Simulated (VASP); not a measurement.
**SnWO4: single point with LDA**

SnWO4:

```
CELL_PARAMETERS angstrom
5.63196 0.00000 0.00000
0.00000 12.07637 0.00000
0.00000 0.00000 5.05096
ATOMIC_POSITIONS crystal
Sn 0.25000 0.50000 0.21633
Sn 0.25000 0.00000 0.28367
Sn 0.75000 0.50000 0.78367
Sn 0.75000 0.00000 0.71633
W 0.63126 0.75000 0.25000
W 0.86874 0.25000 0.25000
W 0.36874 0.25000 0.75000
W 0.13126 0.75000 0.75000
O 0.59622 0.60379 0.10200
O 0.90378 0.39621 0.10200
O 0.59622 0.89621 0.39800
O 0.90378 0.10379 0.39800
O 0.40378 0.39621 0.89800
O 0.09622 0.60379 0.89800
O 0.40378 0.10379 0.60200
O 0.09622 0.89621 0.60200
O 0.36081 0.79542 0.00190
O 0.13919 0.20458 0.00190
O 0.36081 0.70458 0.49810
O 0.13919 0.29542 0.49810
O 0.63919 0.20458 0.99810
O 0.86081 0.79542 0.99810
O 0.63919 0.29542 0.50190
O 0.86081 0.70458 0.50190
```

| Quantity | Value |
| --- | --- |
| Program | VASP 6.6.1 |
| Task | single point |
| Functional | LDA |
| Potentials or basis | VASP PAW LDA potentials, release 64 (Sn_d, W_sv, O) |
| Cutoff | 600 eV |
| k mesh | 4 × 2 × 4 |
| Occupations | gaussian, width 0.1 eV |
| Spin | no spin polarisation |
| Dipole correction | no |
| Further INCAR settings | ALGO = Normal; EDIFF = 1e-06; NBANDS = 122 |

| Quantity | Value |
| --- | --- |
| Pressure | -12.5 GPa |
| Largest force | 0.717 eV/Å |
| Band gap on the k mesh | 0.43 eV (least direct gap 0.59 eV) |

Forces on the atoms (eV/Å):
```
Sn   0.000  0.000 -0.538
Sn   0.000  0.000  0.538
Sn   0.000  0.000  0.538
Sn   0.000  0.000 -0.538
W    0.651  0.000  0.000
W   -0.651  0.000  0.000
W   -0.651  0.000  0.000
W    0.651  0.000  0.000
O   -0.033  0.597  0.188
O    0.033 -0.597  0.188
O   -0.033 -0.597 -0.188
O    0.033  0.597 -0.188
O    0.033 -0.597 -0.188
O   -0.033  0.597 -0.188
O    0.033  0.597  0.188
O   -0.033 -0.597  0.188
O   -0.395 -0.502 -0.327
O    0.395  0.502 -0.327
O   -0.395  0.502  0.327
O    0.395 -0.502  0.327
O    0.395  0.502  0.327
O   -0.395 -0.502  0.327
O    0.395 -0.502 -0.327
O   -0.395  0.502 -0.327
```

Stress tensor (GPa, compression positive):
```
-12.39   0.00   0.00
  0.00 -13.17   0.00
  0.00   0.00 -11.92
```

Levels at points of the mesh, in eV from the valence-band top:
| k point | band 101 | band 102 | band 103 | band 104 | band 105 | band 106 | band 107 | band 108 |
| --- | --- | --- | --- | --- | --- | --- | --- | --- |
| (0.00, 0.00, 0.00) | -1.06 | -0.39 | -0.33 | -0.16 | 0.43 | 0.50 | 1.71 | 2.02 |
| (0.50, 0.00, 0.00) | -0.67 | -0.67 | -0.57 | -0.57 | 2.03 | 2.03 | 2.20 | 2.20 |
| (0.00, 0.50, 0.00) | -0.80 | -0.80 | -0.16 | -0.16 | 0.47 | 0.47 | 1.73 | 1.73 |
| (0.50, 0.50, 0.00) | -0.68 | -0.68 | -0.68 | -0.68 | 2.16 | 2.16 | 2.16 | 2.16 |
| (0.00, 0.00, 0.50) | -0.72 | -0.72 | -0.38 | -0.38 | 1.87 | 1.87 | 2.10 | 2.10 |
| (0.50, 0.00, 0.50) | -0.53 | -0.53 | -0.24 | -0.24 | 1.46 | 1.46 | 1.67 | 1.67 |
| (0.00, 0.50, 0.50) | -0.58 | -0.58 | -0.54 | -0.54 | 1.90 | 1.90 | 2.06 | 2.06 |
| (0.50, 0.50, 0.50) | -0.69 | -0.69 | -0.26 | -0.26 | 1.46 | 1.46 | 1.68 | 1.68 |

Wall time 26 min on 1 thread of Intel(R) Xeon(R) Platinum 8488C (Sapphire Rapids), on a shared host, peak memory 0.79 GiB.

Caveat: the cell stands under tension; spin-orbit coupling is left out, which moves the levels of the heavy elements. A k mesh can miss the band edges.
